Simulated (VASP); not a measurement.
# MgO in VASP: notebook, part 2 of 2

VASP 6.6.1. Earlier steps stand in the parts before.

## Step 4: Single point, PBE+D3(BJ)

This run uses another cell than the first one.

Contents of INCAR:

```
SYSTEM = MgO
ALGO = Normal
DIPOL = 0.5 0.5 0.459
EDIFF = 1E-6
ENCUT = 520
GGA = PE
IDIPOL = 3
ISIF = 2
ISMEAR = 0
IVDW = 12
LASPH = .TRUE.
LCHARG = .TRUE.
LDIPOL = .TRUE.
LELF = .TRUE.
LREAL = Auto
LVACPOTAV = .TRUE.
LVHAR = .TRUE.
LWAVE = .FALSE.
NBANDS = 86
NELM = 100
PREC = Accurate
SIGMA = 0.05
```

Contents of KPOINTS:

```
k-points
0
G
  3 3 1
  0 0 0
```

Contents of POSCAR:

```
MgO
1.0
    5.9506164682      0.0000000000      0.0000000000
    0.0000000000      5.9506164682      0.0000000000
    0.0000000000      0.0000000000     24.3115818854
Mg O
16 16
Direct
    0.2500000000      0.2500000000      0.3290612695
    0.2500000000      0.7500000000      0.3290612695
    0.7500000000      0.2500000000      0.3290612695
    0.7500000000      0.7500000000      0.3290612695
    0.5000000000      0.5000000000      0.4155986507
    0.5000000000      0.0000000000      0.4155986507
    0.0000000000      0.5000000000      0.4155986507
    0.0000000000      0.0000000000      0.4155986507
    0.7500683097      0.7500782869      0.5025542971
    0.7501078041      0.2498950870      0.5025472930
    0.2498799163      0.7501192432      0.5025378886
    0.2499225093      0.2499373199      0.5025529409
    0.0000873252     -0.0000826763      0.5890260726
    0.0000260589      0.5000605896      0.5883751844
    0.4999372847     -0.0000199036      0.5883725566
    0.4999553514      0.5000488089      0.5884137635
    0.5000000000      0.5000000000      0.3290612695
    0.5000000000      0.0000000000      0.3290612695
    0.0000000000      0.5000000000      0.3290612695
    0.0000000000      0.0000000000      0.3290612695
    0.7500000000      0.7500000000      0.4155986507
    0.7500000000      0.2500000000      0.4155986507
    0.2500000000      0.7500000000      0.4155986507
    0.2500000000      0.2500000000      0.4155986507
   -0.0000147798      0.0000160892      0.5023845417
   -0.0000142068      0.4999991051      0.5022700366
    0.5000032719      0.0000175546      0.5022710995
    0.4999969137      0.5000054513      0.5022317767
    0.2503681962      0.2503921075      0.5904741137
    0.2500409065      0.7499656367      0.5908118194
    0.7498815869      0.2501214757      0.5908561463
    0.7496150520      0.7496323330      0.5904750884
```

Potentials or basis: VASP PAW PBE potentials, release 64 (Mg, O).

Command:

```console
cat potpaw_PBE.64/Mg/POTCAR potpaw_PBE.64/O/POTCAR > POTCAR
mpirun -np 1 vasp_std > vasp.out
```

OUTCAR:

```text
SYSTEM = MgO
   EDIFF = 1E-6
   ENCUT = 520
   GGA = PE
   ISIF = 2
   ISMEAR = 0
   IVDW = 12
   LASPH = .TRUE.
   LREAL = Auto
   NELM = 100
   PREC = Accurate
 IVDW          = 12

 ion  position               nearest neighbor table
   1  0.250  0.250  0.329-  17 2.10  18 2.10  19 2.10  20 2.10  24 2.10   3 2.98   2 2.98   2 2.98
                             3 2.98   8 2.98   5 2.98   6 2.98   7 2.98
   2  0.250  0.750  0.329-  17 2.10  18 2.10  19 2.10  20 2.10  23 2.10   4 2.98   1 2.98   1 2.98
                             4 2.98   8 2.98   5 2.98   6 2.98   7 2.98
   3  0.750  0.250  0.329-  17 2.10  18 2.10  19 2.10  20 2.10  22 2.10   4 2.98   1 2.98   4 2.98
                             1 2.98   8 2.98   5 2.98   6 2.98   7 2.98
   4  0.750  0.750  0.329-  17 2.10  18 2.10  19 2.10  20 2.10  21 2.10   3 2.98   2 2.98   3 2.98
                             2 2.98   8 2.98   5 2.98   6 2.98   7 2.98
   5  0.500  0.500  0.416-  21 2.10  22 2.10  23 2.10  24 2.10  17 2.10  28 2.11   6 2.98   7 2.98
                             6 2.98   7 2.98   3 2.98   4 2.98   1 2.98   2 2.98  12 2.98  11 2.98
   6  0.500  0.000  0.416-  21 2.10  22 2.10  23 2.10  24 2.10  18 2.10  27 2.11   5 2.98   8 2.98
                             5 2.98   8 2.98   3 2.98   4 2.98   1 2.98   2 2.98  11 2.98  10 2.98
   7  0.000  0.500  0.416-  21 2.10  22 2.10  23 2.10  24 2.10  19 2.10  26 2.11   5 2.98   8 2.98
                             8 2.98   5 2.98   3 2.98   4 2.98   1 2.98   2 2.98  11 2.98  10 2.98
   8  0.000  0.000  0.416-  21 2.10  22 2.10  23 2.10  24 2.10  20 2.10  25 2.11   6 2.98   7 2.98
                             7 2.98   6 2.98   3 2.98   4 2.98   1 2.98   2 2.98  11 2.98  10 2.98
   9  0.750  0.750  0.503-  25 2.10  26 2.10  27 2.10  28 2.10  21 2.11  32 2.14  14 2.96  15 2.96
[... 17 lines left out ...]
  19  0.000  0.500  0.329-   1 2.10   2 2.10   3 2.10   4 2.10   7 2.10
  20  0.000  0.000  0.329-   1 2.10   2 2.10   3 2.10   4 2.10   8 2.10
  21  0.750  0.750  0.416-   5 2.10   6 2.10   7 2.10   8 2.10   4 2.10   9 2.11
  22  0.750  0.250  0.416-   5 2.10   6 2.10   7 2.10   8 2.10   3 2.10  10 2.11
  23  0.250  0.750  0.416-   5 2.10   6 2.10   7 2.10   8 2.10   2 2.10  11 2.11
  24  0.250  0.250  0.416-   5 2.10   6 2.10   7 2.10   8 2.10   1 2.10  12 2.11
  25  1.000  0.000  0.502-  10 2.10  11 2.10   9 2.10  12 2.10  13 2.11   8 2.11
  26  1.000  0.500  0.502-  14 2.09  10 2.10   9 2.10  12 2.10  11 2.10   7 2.11
  27  0.500  0.000  0.502-  15 2.09  10 2.10  12 2.10   9 2.10  11 2.10   6 2.11
  28  0.500  0.500  0.502-  16 2.10  12 2.10   9 2.10  10 2.10  11 2.10   5 2.11
  29  0.250  0.250  0.590-  16 2.10  15 2.10  14 2.10  13 2.11  12 2.14
  30  0.250  0.750  0.591-  13 2.10  16 2.10  15 2.10  14 2.10  11 2.15
  31  0.750  0.250  0.591-  16 2.10  14 2.11  15 2.11  13 2.11  10 2.15
  32  0.750  0.750  0.590-  16 2.10  14 2.10  15 2.10  13 2.11   9 2.14

  LATTYP: Found a simple tetragonal cell.
 ALAT       =     5.9506164682
 C/A-ratio  =     4.0855568520

  Lattice vectors:

 A1 = (   5.9506164682,   0.0000000000,   0.0000000000)
 A2 = (   0.0000000000,   5.9506164682,   0.0000000000)
 A3 = (   0.0000000000,   0.0000000000,  24.3115818854)

Analysis of symmetry for initial positions (statically):
=====================================================================
 Subroutine PRICEL returns:
 Original cell was already a primitive cell.

 Routine SETGRP: Setting up the symmetry group for a
 simple tetragonal supercell.

 Subroutine GETGRP returns: Found  2 space group operations
 (whereof  2 operations were pure point group operations)
 out of a pool of 16 trial point group operations.

The static configuration has the point symmetry C_1h.

Analysis of symmetry for dynamics (positions and initial velocities):
=====================================================================
 Subroutine PRICEL returns:
 Original cell was already a primitive cell.

 Routine SETGRP: Setting up the symmetry group for a
[... 139 lines left out ...]
   ISPIN  =      1    spin polarized calculation?
   LNONCOLLINEAR =      F non collinear calculations
   LSORBIT =      F    spin-orbit coupling
   LASPH  =      T    aspherical Exc in radial PAW
   ENCUT  =  520.0 eV  38.22 Ry    6.18 a.u.  11.06 11.06 45.20*2*pi/ulx,y,z
   NELM   =    100;   NELMIN=  2; NELMDL= -5     # of ELM steps
   EDIFF  = 0.1E-05   stopping-criterion for ELM
   LREAL  =      T    real-space projection
   EDIFFG = 0.1E-04   stopping-criterion for IOM
   NSW    =      0    number of steps for IOM
   IBRION =     -1    ionic relax: 0-MD 1-quasi-New 2-CG
   NFREE  =      0    steps in history (QN), initial steepest desc. (CG)
   ISIF   =      2    stress and relaxation
   ISYM   =      2    0-nonsym 1-usesym 2-fastsym
   POTIM  = 0.5000    time-step for ionic-motion
   TEBEG  =    0.0;   TEEND  =   0.0 temperature during run
   PSTRESS=    0.0 pullay stress
   NELECT =     128.0000    total number of electrons
   NUPDOWN=      -1.0000    fix difference up-down
   EMIN   =  10.00;   EMAX   =-10.00  energy-range for DOS
   EFERMI =   0.00;   METHOD = LEGACY
   ISMEAR =     0;   SIGMA  =   0.05  broadening in eV -4-tet -1-fermi 0-gaus
   EFERMI_NEDOS =   21; number of points for ismear=-14 and -15
   IALGO  =     38    algorithm
   IMIX   =      4    mixing-type and parameters
     AMIX     =   0.40;   BMIX     =  1.00
     AMIX_MAG =   1.60;   BMIX_MAG =  1.00
  volume/ion in A,a.u.               =      26.90       181.54
  Fermi-wavevector in a.u.,A,eV,Ry     =   0.867293  1.638946 10.234260  0.752197
  Thomas-Fermi vector in A             =   1.985806
   LORBIT       =      0    0 simple, 1 ext, 2 COOP (PROOUT), +10 PAW based schemes
   GGA     = PE    functional components
   LHFCALC =     F    Hartree Fock is set to
   AEXX    =    0.0000 exact exchange contribution
   IVDW    =    12    specifies the selected vdW correction
   LEPSILON=     F    determine dielectric tensor
   LRPA    =     F    only Hartree local field effects (RPA)
 non-spin polarized calculation
 Gauss-broadening in eV      SIGMA  =   0.05
  energy-cutoff  :      520.00
  volume of cell :      860.87
 maximum number of plane-waves:     23194
 NGX is ok and might be reduce to    48
   NGX = 23   NGY = 23   NGZ = 91

 dipolmoment           0.000000      0.000000     -0.000003 electrons x Angstroem

 number of electron     127.9999940 magnetization

 dipolmoment           0.000000      0.000000      0.093282 electrons x Angstroem

 Free energy of the ion-electron system (eV)
  ---------------------------------------------------
  ext. energy  EPLUGINS =         0.00000000
  ---------------------------------------------------
  free energy    TOTEN  =      -186.68984903 eV

  energy without entropy =     -186.68984903  energy(sigma->0) =     -186.68984903

 E-fermi :  -1.9370     XC(G=0):  -4.4800

 val. band max:       -2.1702488846   @ k =   0.0000   0.0000   0.0000
 cond. band min:       1.1777174031   @ k =   0.0000   0.0000   0.0000
 fundamental gap:      3.3479662877
 Fermi energy:        -1.9370065137

 k-point     1 :       0.0000    0.0000    0.0000
  band No.  band energies     occupation
      1     -19.2041      2.00000
      2     -18.6719      2.00000
      3     -18.2006      2.00000
      4     -18.1865      2.00000
      5     -18.1495      2.00000
      6     -18.1485      2.00000
[... 305 lines left out ...]
     75       4.9882      0.00000
     76       5.2357      0.00000
 [bands above 76 left out]

------------------------ aborting loop because EDIFF is reached ----------------------------------------

 Edisp (eV)   -7.03237

 E8    (eV) :    -2.8512

  FORCE on cell =-STRESS in cart. coord.  units (eV):
  Direction    XX          YY          ZZ          XY          YZ          ZX
  --------------------------------------------------------------------------------------
  -------------------------------------------------------------------------------------
  Total     -14.51437   -14.51437     0.07782     0.00078    -0.00261     0.00261
  in kB     -27.01293   -27.01293     0.14483     0.00145    -0.00486     0.00486
  external pressure =      -17.96 kB  Pullay stress =        0.00 kB

 VOLUME and BASIS-vectors are now :
 -----------------------------------------------------------------------------
  energy-cutoff  :      520.00
  volume of cell :      860.87
      direct lattice vectors                 reciprocal lattice vectors
     5.950616468  0.000000000  0.000000000     0.168049816  0.000000000  0.000000000
     0.000000000  5.950616468  0.000000000     0.000000000  0.168049816  0.000000000
     0.000000000  0.000000000 24.311581885     0.000000000  0.000000000  0.041132659

 POSITION                                       TOTAL-FORCE (eV/Angst)
 -----------------------------------------------------------------------------------
      1.48765      1.48765      8.00000        -0.000130     -0.000100      0.438883
      1.48765      4.46296      8.00000        -0.000134      0.000134      0.438407
      4.46296      1.48765      8.00000         0.000101     -0.000101      0.438688
      4.46296      4.46296      8.00000         0.000100      0.000130      0.438883
      2.97531      2.97531     10.10386         0.000257     -0.000257      0.075012
      2.97531      0.00000     10.10386         0.000293      0.000431      0.072037
[... 24 lines left out ...]
      4.46226      1.48838     14.36465         0.018307     -0.018307     -0.022464
      4.46067      4.46077     14.35538         0.024492      0.025534      0.022636
 -----------------------------------------------------------------------------------
    total drift:                               -0.094252     -0.095094     -0.013994

  FREE ENERGIE OF THE ION-ELECTRON SYSTEM (eV)
  ---------------------------------------------------
  free  energy   TOTEN  =      -193.7222237606 eV

  energy  without entropy=     -193.7222237606  energy(sigma->0) =     -193.72222376

 vacuum level on the upper side and lower side of the slab         3.099         2.622
```

Wall time 27 min (1 thread of Oxide Virtual Turin-like, shared host); peak memory 0.88 GiB.

What came out:

| Item | Value |
| --- | --- |
| Free energy | -193.7222 eV |
| Largest force | 0.550 eV/Å |
| Band gap on the k mesh | 3.35 eV |
| Dispersion energy per atom | -0.220 eV |

Forces on the atoms (eV/Å):
```
Mg   0.000  0.000  0.439
Mg   0.000  0.000  0.438
Mg   0.000  0.000  0.439
Mg   0.000  0.000  0.439
Mg   0.000  0.000  0.075
Mg   0.000  0.000  0.072
Mg   0.000  0.000  0.072
Mg   0.000  0.000  0.078
Mg   0.003  0.003 -0.011
Mg   0.002 -0.002  0.002
Mg  -0.002  0.002 -0.002
Mg  -0.003 -0.003 -0.011
Mg  -0.009  0.009 -0.101
Mg  -0.005 -0.007  0.007
Mg   0.007  0.005  0.007
Mg   0.004 -0.004  0.009
O    0.000  0.000 -0.549
O    0.000  0.000 -0.550
O    0.000  0.000 -0.550
O    0.000  0.000 -0.550
O    0.002  0.002  0.061
O    0.002 -0.002  0.062
O   -0.002  0.002  0.062
O   -0.002 -0.002  0.061
O    0.001 -0.001 -0.005
O    0.001  0.001 -0.005
O   -0.001 -0.001 -0.005
O   -0.001  0.001  0.006
O   -0.026 -0.024  0.023
O   -0.013  0.013 -0.014
O    0.018 -0.018 -0.022
O    0.024  0.026  0.023
```

## Step 5: Single point, PBE+D3(BJ)

This run uses another cell than the first one.

Contents of INCAR:

```
PREC = Accurate ; ENCUT = 520
EDIFF = 1E-6 ; ISMEAR = 0
SIGMA = 0.05 ; LREAL = Auto
LASPH = T ; NELM = 80
ALGO = Normal ; ISIF = 2
LWAVE = F ; LCHARG = F
LDIPOL = T ; IDIPOL = 3
DIPOL = 0.5 0.5 0.437 ; GGA = PE
IVDW = 12 ; NBANDS = 86
```

Contents of KPOINTS:

```
Automatic mesh
0
Gamma
  3 3 1
```

Contents of POSCAR:

```
MgO
1.0
    5.9506164676      0.0000000000      0.0000000000
    0.0000000000      5.9506164676      0.0000000000
    0.0000000000      0.0000000000     25.5403818847
Mg O
16 16
Direct
    0.2500000000      0.2500000000      0.3132294590
    0.2500000000      0.7500000000      0.3132294590
    0.7500000000      0.2500000000      0.3132294590
    0.7500000000      0.7500000000      0.3132294590
    0.5000000000      0.5000000000      0.3956033498
    0.5000000000      0.0000000000      0.3956033498
    0.0000000000      0.5000000000      0.3956033498
    0.0000000000      0.0000000000      0.3956033498
    0.7498769228      0.7502854405      0.4784845258
    0.7498517284      0.2500281064      0.4783762603
    0.2498226779      0.7502928632      0.4784625191
    0.2498253554      0.2500272946      0.4783271270
   -0.0002080388     -0.0008792978      0.5605579979
   -0.0001678821      0.5010819065      0.5602236321
    0.4997700977     -0.0006192091      0.5610690757
    0.4998545687      0.5012776508      0.5602932853
    0.5000000000      0.5000000000      0.3132294590
    0.5000000000      0.0000000000      0.3132294590
    0.0000000000      0.5000000000      0.3132294590
    0.0000000000      0.0000000000      0.3132294590
    0.7500000000      0.7500000000      0.3956033498
    0.7500000000      0.2500000000      0.3956033498
    0.2500000000      0.7500000000      0.3956033498
    0.2500000000      0.2500000000      0.3956033498
   -0.0001117608      0.0002366779      0.4781706432
   -0.0001139446      0.5000585016      0.4780505973
    0.4997764402      0.0002673731      0.4782813190
    0.4997683679      0.5000567020      0.4780601715
    0.2501149284      0.2513617061      0.5619393850
    0.2497873407      0.7495637125      0.5619336472
    0.7493335643      0.2514532440      0.5617885432
    0.7498571327      0.7495438759      0.5619499942
```

Command:

```console
cat potpaw_PBE.64/Mg/POTCAR potpaw_PBE.64/O/POTCAR > POTCAR
mpirun -np 1 vasp_std > vasp.out
```

Wall time 33 min (1 thread of Oxide Virtual Turin-like, shared host); peak memory 0.87 GiB.

The run converged. Its results:

```yaml
Free_energy: -193.7128 eV
Largest_force: 0.538 eV/Å
Band_gap_on_the_k_mesh: 3.36 eV
Dispersion_energy_per_atom: -0.220 eV
```

Forces on the atoms (eV/Å):
```
Mg   0.000  0.000  0.439
Mg   0.000  0.000  0.441
Mg   0.000  0.000  0.439
Mg   0.000  0.000  0.441
Mg  -0.001  0.008  0.082
Mg   0.000 -0.005  0.088
Mg  -0.003  0.008  0.075
Mg  -0.003 -0.005  0.074
Mg  -0.022  0.004 -0.096
Mg  -0.022 -0.002 -0.016
Mg   0.023  0.003 -0.090
Mg   0.024 -0.003  0.001
Mg   0.003  0.131 -0.181
Mg   0.003 -0.113 -0.108
Mg  -0.002  0.118 -0.275
Mg  -0.007 -0.114 -0.136
O    0.000 -0.001 -0.538
O    0.000  0.001 -0.538
O    0.000 -0.001 -0.538
O    0.000  0.001 -0.538
O   -0.001  0.008  0.062
O   -0.001 -0.004  0.058
O   -0.003  0.008  0.060
O   -0.003 -0.004  0.054
O   -0.002 -0.023  0.037
O   -0.001  0.026  0.033
O    0.006 -0.031  0.016
O    0.005  0.032  0.024
O   -0.032 -0.089  0.149
O   -0.002  0.071  0.153
O    0.039 -0.096  0.173
O    0.002  0.074  0.153
```

Levels at points of the mesh, in eV from the valence-band top:
```csv
k point,band 62,band 63,band 64,band 65,band 66,band 67
"(0.00, 0.00, 0.00)",-0.23,0.00,0.00,3.36,3.72,4.95
```

## Step 6: Overview

```csv
cell,k mesh,gap on the mesh (eV),largest force (eV/Å)
"a = 5.951, b = 5.951, c = 23.312 Å, 32 atoms, atomic positions A",5 × 5 × 1,3.35,0.55
"a = 5.951, b = 5.951, c = 22.312 Å, 32 atoms, atomic positions A",3 × 3 × 1,3.35,0.54
"a = 5.951, b = 5.951, c = 24.312 Å, 32 atoms, atomic positions B",3 × 3 × 1,3.35,0.55
"a = 5.951, b = 5.951, c = 25.540 Å, 32 atoms, atomic positions C",3 × 3 × 1,3.36,0.54
```

Alike in all rows: task single point; level PBE+D3(BJ); potentials or basis VASP PAW PBE potentials, release 64 (Mg, O); no spin polarisation; cutoff (eV) 520; smearing gaussian 0.05 eV.

Absolute energies hang on the potentials; compare differences alone.
